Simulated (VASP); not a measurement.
SnO2: single point with PBEsol

Crystal: SnO2.

```
CELL_PARAMETERS angstrom
4.76899 0.00000 0.00000
0.00000 4.76899 0.00000
0.00000 0.00000 3.21206
ATOMIC_POSITIONS crystal
Sn 0.00000 0.00000 0.00000
Sn 0.50000 0.50000 0.50000
O 0.30628 0.30628 0.00000
O 0.19372 0.80628 0.50000
O 0.69372 0.69372 0.00000
O 0.80628 0.19372 0.50000
```

* Program: VASP 6.6.1
* Task: single point
* Functional: PBEsol
* Potentials or basis: VASP PAW PBE potentials, release 64 (Sn_d, O)
* Cutoff: 520 eV
* k mesh: 6 × 6 × 8
* Occupations: gaussian, width 0.02 eV
* Spin: no spin polarisation

```
Pressure               : 0.6 GPa
Largest force          : 0.015 eV/Å
Band gap on the k mesh : 0.91 eV, direct
```

Forces in eV/Å, atoms in the order of the input:
```
Sn   0.000  0.000  0.000
Sn   0.000  0.000  0.000
O   -0.011 -0.011  0.000
O    0.011 -0.011  0.000
O    0.011  0.011  0.000
O   -0.011  0.011  0.000
```

Stress tensor (GPa, compression positive):
```
0.55 0.00 0.00
0.00 0.55 0.00
0.00 0.00 0.85
```

Levels at points of the mesh, in eV from the valence-band top:
| k point | band 23 | band 24 | band 25 | band 26 | band 27 | band 28 | band 29 | band 30 |
| --- | --- | --- | --- | --- | --- | --- | --- | --- |
| (0.00, 0.00, 0.00) | -1.27 | -0.78 | -0.78 | 0.00 | 0.91 | 5.85 | 6.03 | 6.03 |
| (0.50, 0.00, 0.00) | -1.22 | -1.22 | -0.63 | -0.63 | 4.13 | 4.13 | 6.80 | 6.80 |
| (0.50, 0.50, 0.00) | -1.35 | -1.35 | -0.89 | -0.89 | 4.53 | 4.53 | 7.23 | 7.23 |
| (0.00, 0.00, 0.50) | -1.64 | -1.64 | -1.25 | -1.25 | 5.87 | 5.87 | 9.43 | 9.43 |
| (0.50, 0.00, 0.50) | -1.09 | -1.09 | -0.73 | -0.73 | 6.15 | 6.15 | 7.73 | 7.73 |
| (0.50, 0.50, 0.50) | -0.96 | -0.96 | -0.82 | -0.82 | 4.55 | 4.55 | 8.61 | 8.61 |

Run time: 2.7 min on 1 thread of AMD EPYC 7R43 64-Core Processor (Zen 3), on a shared host, peak memory 0.2 GiB.

Caveat: the PAW data sets were made with another functional, which shifts forces and pressure a little; spin-orbit coupling is left out, which moves the levels of the heavy elements. A hybrid or GW would open this gap; PBEsol tends to underestimate it.
